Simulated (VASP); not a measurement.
A run of VASP 6.6.1 is set up as follows.

Contents of INCAR:

```
PREC = Accurate ; ENCUT = 520
EDIFF = 1E-6 ; ISMEAR = -1
SIGMA = 0.05 ; LREAL = F
LASPH = T ; NELM = 60
ALGO = Normal ; ISIF = 2
LWAVE = F ; LCHARG = F
NBANDS = 15
```

KPOINTS

```
Automatic mesh
0
Gamma
  10 10 9
```

POSCAR

```
TaN
1.0
    2.8780239874      0.0000000000      0.0000000000
   -1.4390119937      2.4924418858      0.0000000000
    0.0000000000      0.0000000000      2.8241467514
Ta N
1 1
Direct
    0.0000000000      0.0000000000      0.5000000000
    0.6666666667      0.3333333333      0.0000000000
```

Potentials or basis: VASP PAW LDA potentials, release 64 (Ta_pv, N).

Launch:

```sh
$ cat potpaw_LDA.64/Ta_pv/POTCAR potpaw_LDA.64/N/POTCAR > POTCAR
$ mpirun -np 1 vasp_std > vasp.out
```

Estimate the pressure.

14.3 GPa.

Predict the band gap on the k mesh.

zero (band 8 reaches 8.98 eV, above the bottom of band 9 at 8.67 eV).

Stress tensor (GPa, compression positive):
```
13.76  0.00  0.00
 0.00 13.76  0.00
 0.00  0.00 15.23
```

Caveat: spin-orbit coupling is left out, which moves the levels of the heavy elements.
